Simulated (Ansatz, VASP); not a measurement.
## Mn in VASP and in Ansatz

```xyz
3
Lattice="3.8534 0.0000 0.0000 -1.9267 3.3371 0.0000 0.0000 0.0000 2.4169" Properties=species:S:1:pos:R:3 pbc="T T T"
Mn    0.0000    0.0000    0.0000
Mn    0.0000    2.2248    1.2084
Mn    1.9267    1.1124    1.2084
```

Alike in both runs: task single point; functional PBE; k mesh 12 × 12 × 17; occupations fermi-dirac, width 0.1 eV; no spin polarisation.

|  | VASP | Ansatz |
| --- | --- | --- |
| version | VASP 6.6.1 | Ansatz 0.2.0 |
| potentials or method | VASP PAW PBE potentials, release 64 (Mn_pv), cutoff 520 eV | plane waves (420 eV) with PAW, scalar-relativistic |
| valence electrons in the cell | 39 | 45 |

|  | VASP | Ansatz | Ansatz less VASP |
| --- | --- | --- | --- |
| pressure (GPa) | 12.3 | 12.2 | -0.11 |
| traceless stress, the component that is largest in VASP (GPa) | -0.56 | -0.40 | +0.164 |

With one functional, cell and mesh, what is left measures potentials, basis and numerics. VASP's potentials hold 39 valence electrons a cell and Ansatz's 45, so a difference there can come from the potentials and not from the codes.
